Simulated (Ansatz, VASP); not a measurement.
**Two plane-wave programs on Pt**

```
Pt
1.0
     2.79849    0.00000    0.00000
    -1.39924    2.42356    0.00000
     0.00000    0.00000    4.66348
Pt
2
Direct
  0.66667 0.33333 0.75000
  0.33333 0.66667 0.25000
```

Alike in both runs: task single point; functional PBEsol; k mesh 24 × 24 × 12; occupations gaussian, width 0.15 eV; no spin polarisation.

|  | VASP | Ansatz |
| --- | --- | --- |
| version | VASP 6.6.1 | Ansatz 0.2.0 |
| potentials or method | VASP PAW PBE potentials, release 64 (Pt), cutoff 520 eV | scalar-relativistic, plane waves, PAW |
| valence electrons in the cell | 20 | 36 |

```tsv
	VASP	Ansatz	Ansatz less VASP
gap on the k mesh at the Fermi level (eV)	none	none	-
pressure (GPa)	-11.6	-11.2	+0.35
traceless stress, the component that is largest in VASP (GPa)	3.73	3.83	+0.101
```

VASP's potentials were made for PBE, not for PBEsol. A gap of «none» marks a metal or a gap that the smearing closes. VASP's potentials hold 20 valence electrons a cell and Ansatz's 36, so a difference there can come from the potentials and not from the codes.

Neither program's run includes spin-orbit coupling.
